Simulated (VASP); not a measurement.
Write the native input for VASP 6.6.1 that does the following.

* Task: single point
* Functional: LDA
* Potentials or basis: VASP PAW LDA potentials, release 64 (Bi_d)
* Cutoff: 520 eV
* k mesh: 6 × 6 × 9
* Occupations: gaussian, width 0.1 eV
* Spin: no spin polarisation
* Dipole correction: no
* Further INCAR settings: ALGO = Fast; EDIFF = 1e-06; NBANDS = 54

The structure of Bi lies in POSCAR:

```
Bi
1.0
    7.9243780104      0.0000000000     -0.0019169964
   -3.9621890052      6.8627128670      0.0009584982
   -2.6423665234      0.0000000000      3.7400729240
Bi
6
Direct
    0.5716479109      0.6666666667      0.7141008271
    0.2383145776      0.0000000000      0.7141008271
    0.9049812442      0.3333333333      0.7141008271
    0.0950187558      0.6666666667      0.2858991729
    0.7616854224      0.0000000000      0.2858991729
    0.4283520891      0.3333333333      0.2858991729
```

These files were run (other wordings do the same):

INCAR

```
  ALGO = Fast
  EDIFF = 1E-6
  ENCUT = 520
  GGA = CA
  ISIF = 2
  ISMEAR = 0
  LASPH = T
  LCHARG = F
  LREAL = F
  LWAVE = F
  NBANDS = 54
  NELM = 60
  PREC = Accurate
  SIGMA = 0.1
```

KPOINTS

```
k-points
0
Gamma
  6 6 9
```

Potentials or basis: VASP PAW LDA potentials, release 64 (Bi_d).

Run with:

```bash
$ cat potpaw_LDA.64/Bi_d/POTCAR > POTCAR
$ mpirun -np 1 vasp_std > vasp.out
```

It gave:

| Quantity | Value |
| --- | --- |
| Pressure | -0.8 GPa |
| Largest force | 0.017 eV/Å |
| Band gap on the k mesh | zero (bands 45 and 46 overlap by 0.15 eV) |

Caveat: spin-orbit coupling is left out, which moves the levels of the heavy elements.

Run time: 51 min on 1 thread of Oxide Virtual Turin-like Processor (shared host), peak memory 0.74 GiB.
